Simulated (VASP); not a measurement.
Set up this calculation in VASP 6.6.1, as the native input.

| Quantity | Value |
| --- | --- |
| Task | relaxation of cell and atoms |
| Functional | PBE |
| Potentials or basis | VASP PAW PBE potentials, release 64 (Ge_d) |
| Cutoff | 600 eV |
| k mesh | 21 × 21 × 21 |
| Occupations | fermi-dirac, width 0.1 eV |
| Spin | no spin polarisation |
| Target pressure | 390 GPa |
| Dipole correction | no |
| Further INCAR settings | ALGO = Normal; EDIFF = 1e-06; IBRION = 2; EDIFFG = -0.005; NSW = 32; ISIF = 3 |

The structure of Ge lies in POSCAR:

```
Ge
1.0
   -1.2686901840      1.2686901840      1.2686901840
    1.2686901840     -1.2686901840      1.2686901840
    1.2686901840      1.2686901840     -1.2686901840
Ge
1
Direct
    0.0000000000      0.0000000000      0.0000000000
```

These files were run (other wordings do the same):

INCAR

```
PREC = Accurate ; ENCUT = 600
EDIFF = 1E-6 ; ISMEAR = -1
SIGMA = 0.1 ; LREAL = F
LASPH = T ; NELM = 100
ALGO = Normal ; ISIF = 3
LWAVE = F ; LCHARG = F
GGA = PE ; IBRION = 2
NSW = 32 ; EDIFFG = -0.005
PSTRESS = 3900.0
```

KPOINTS

```
Automatic mesh
0
Gamma
  21 21 21
```

Potentials or basis: VASP PAW PBE potentials, release 64 (Ge_d).

Run with:

```console
$ cat potpaw_PBE.64/Ge_d/POTCAR > POTCAR
$ mpirun -np 1 vasp_std > vasp.out
```

Results of the run:

The relaxed volume is 8.18 Å³/atom and the relaxed cell is a = 2.199 Å, b = 2.199 Å, c = 2.199 Å, α = 109.47°, β = 109.47°, γ = 109.47°. The space group after relaxing (to 0.05 Å) is Im-3m (No. 229), the energy change on relaxing (the enthalpy is what falls) is -36.8 meV/atom and the ionic steps are 8. The pressure after relaxing is 390.1 GPa and the band gap on the k mesh is zero (band 7 reaches 41.36 eV, above the bottom of band 8 at 14.90 eV).

Caveat: the cell is relaxed towards a set pressure, so the enthalpy falls and the energy may rise.

It took 82 s on 1 thread of Intel(R) Xeon(R) Platinum 8488C (Sapphire Rapids), on a shared host, peak memory 0.15 GiB.
